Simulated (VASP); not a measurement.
Crystal: Bi.

```xyz
2
Lattice="2.2675 1.3091 3.9380 -2.2675 1.3091 3.9380 0.0000 -2.6183 3.9380" Properties=species:S:1:pos:R:3 pbc="T T T"
Bi    0.0000    0.0000    2.7645
Bi    0.0000    0.0000    9.0495
```

| Property | Result |
| --- | --- |
| Program | VASP 6.6.1 |
| Task | relaxation of cell and atoms |
| Functional | PBE |
| Dispersion | D4 |
| Potentials or basis | VASP PAW PBE potentials, release 64 (Bi_d) |
| Cutoff | 600 eV |
| k mesh | 12 × 12 × 12 |
| Occupations | gaussian, width 0.1 eV |
| Spin | no spin polarisation |

At the start: pressure -0.0 GPa; volume 35.07 Å³/atom.

Question: How do energy, volume and symmetry change on relaxing?

Answer: Over 13 steps the energy falls by 4.3 meV/atom and the volume is 34.51 Å³/atom (-1.6 %); space group R-3m (No. 166, to 0.05 Å).

Step by step:
```tsv
step	energy change (eV)	largest force (eV/Å)	pressure (GPa)	volume (Å³)
1	0.0000	0.2274	-0.01	70.14
2	-0.0040	0.1310	-0.22	70.12
3	-0.0060	0.0221	-0.46	70.10
4	-0.0075	0.0339	0.27	68.86
5	-0.0077	0.0326	0.10	69.13
6	-0.0082	0.0117	0.07	69.05
7	-0.0084	0.0124	0.04	68.94
8	-0.0084	0.0155	0.04	68.92
9	-0.0085	0.0078	-0.03	69.05
10	-0.0085	0.0066	-0.03	69.07
11	-0.0085	0.0050	0.03	68.99
12	-0.0085	0.0011	0.01	69.01
13	-0.0085	0.0007	0.00	69.02
```

Final structure:
```cif
data_structure
_symmetry_space_group_name_H-M 'P 1'
_symmetry_Int_Tables_number 1
_cell_length_a 4.6807
_cell_length_b 4.6807
_cell_length_c 4.6807
_cell_angle_alpha 57.899
_cell_angle_beta 57.899
_cell_angle_gamma 57.899
_cell_volume 69.02
loop_
_atom_site_label
_atom_site_type_symbol
_atom_site_fract_x
_atom_site_fract_y
_atom_site_fract_z
_atom_site_occupancy
Bi1 Bi 0.23724 0.23724 0.23724 1
Bi2 Bi 0.76276 0.76276 0.76276 1
```

Caveat: pairwise dispersion overbinds metals, which lowers pressure and volume.
